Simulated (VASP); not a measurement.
Set up this calculation in VASP 6.6.1, as the native input.

| Property | Result |
| --- | --- |
| Task | single point |
| Functional | PBEsol |
| Potentials or basis | VASP PAW PBE potentials, release 64 (Ru_pv) |
| Cutoff | 520 eV |
| k mesh | 20 × 20 × 11 |
| Occupations | fermi-dirac, width 0.1 eV |
| Spin | no spin polarisation |
| Dipole correction | no |
| Further INCAR settings | ALGO = Normal; EDIFF = 1e-07; NBANDS = 21 |

The structure of Ru lies in POSCAR:

```
Ru
1.0
    2.2716520748      0.0000000000      0.0000000000
   -1.1358260374      1.9673084054      0.0000000000
    0.0000000000      0.0000000000      3.6464292605
Ru
2
Direct
    0.3333333333      0.6666666667      0.2500000000
    0.6666666667      0.3333333333      0.7500000000
```

One way to write it, as run:

INCAR

```
SYSTEM = Ru
  ALGO = Normal
  EDIFF = 1E-7
  ENCUT = 520
  GGA = PS
  ISIF = 2
  ISMEAR = -1
  LASPH = .True.
  LCHARG = .False.
  LREAL = .False.
  LWAVE = .False.
  NBANDS = 21
  NELM = 80
  PREC = Accurate
  SIGMA = 0.1
```

KPOINTS

```
k-points
0
Gamma
  20 20 11
  0 0 0
```

Potentials or basis: VASP PAW PBE potentials, release 64 (Ru_pv).

Run with:

```console
$ cat potpaw_PBE.64/Ru_pv/POTCAR > POTCAR
$ mpirun -np 1 vasp_std > vasp.out
```

It gave:

```yaml
Pressure: 530.2 GPa
Band_gap_on_the_k_mesh: zero (band 14 reaches 28.29 eV, above the bottom of band 15 at 21.17 eV)
```

Caveat: the PAW data sets were made with another functional, which shifts forces and pressure a little.

Wall time 2.1 min on 1 thread of AMD EPYC 7R13, on a shared host, peak memory 0.15 GiB.
